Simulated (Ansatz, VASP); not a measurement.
Zr2BiP2 in VASP and in Ansatz

The input INCAR:

```
SYSTEM = Zr2BiP2
ALGO = Normal
EDIFF = 1E-7
EDIFFG = -0.04
ENCUT = 500
GGA = PE
GGA_COMPAT = .False.
IBRION = 2
ISIF = 3
ISMEAR = 0
LASPH = .True.
LCHARG = .False.
LREAL = .False.
LWAVE = .False.
NELM = 120
NELMIN = 4
NSW = 90
PREC = Accurate
SIGMA = 0.1
```

File KPOINTS:

```
k-points
0
Gamma
  6 6 6
  0 0 0
```

POSCAR

```
Zr2BiP2
1.0
   -2.0894969710      2.0894969710      5.4823435378
    2.0894969710     -2.0894969710      5.4823435378
    2.0894969710      2.0894969710     -5.4823435378
Zr Bi P
2 1 2
Direct
    0.2500000000      0.7500000000      0.5000000000
    0.7500000000      0.2500000000      0.5000000000
    0.0000000000      0.0000000000      0.0000000000
    0.6260000000      0.6260000000      0.0000000000
    0.3740000000      0.3740000000      0.0000000000
```

Input for Ansatz:

```yaml
crystal:
  lattice:
    - [-2.089496971, 2.089496971, 5.4823435378]
    - [2.089496971, -2.089496971, 5.4823435378]
    - [2.089496971, 2.089496971, -5.4823435378]
  atoms:
    - { symbol: Zr, position: [0.25, 0.75, 0.5] }
    - { symbol: Zr, position: [0.75, 0.25, 0.5] }
    - { symbol: Bi, position: [0.0, 0.0, 0.0] }
    - { symbol: P, position: [0.626, 0.626, 0.0] }
    - { symbol: P, position: [0.374, 0.374, 0.0] }
basis:
  ecutwfc: 420
kpoints:
  mp_grid: { grid: [6, 6, 6] }
hamiltonian:
  xc: pbe
scf:
  occupations: { method: gaussian, width: 0.1 }
  lower_state_search: "off"
output:
  forces: true
  stress: true
  eigenvalues: true
relax:
  adjacent_minimum: "off"
  f_tol: 0.04
  max_steps: 70
  cell: { stress_tol: 0.4 }
```

Alike in both runs: task relaxation of cell and atoms; functional PBE; k mesh 6 × 6 × 6; occupations gaussian, width 0.1 eV; no spin polarisation.

|  | VASP | Ansatz |
| --- | --- | --- |
| version | VASP 6.6.1 | Ansatz 0.2.0 |
| potentials or method | VASP PAW PBE potentials, release 64 (Zr_sv, Bi_d, P), cutoff 500 eV | scalar-relativistic, plane waves, PAW |
| valence electrons in the cell | 49 | 49 |

VASP gave:

| Item | Value |
| --- | --- |
| gap on the k mesh at the Fermi level, each at its own relaxed structure (eV) | none |
| relaxed volume (Å³/atom) | 20.76 |
| relaxed length of the cell vector where the two differ most in proportion (Å) | 5.499 |

**Question.** Estimate Ansatz's values.

**Answer.** gap on the k mesh at the Fermi level, each at its own relaxed structure (eV): none; relaxed volume (Å³/atom): 20.76; relaxed length of the cell vector where the two differ most in proportion (Å): 5.494.

A gap of «none» marks a metal or a gap that the smearing closes.

Spin-orbit coupling is off throughout.
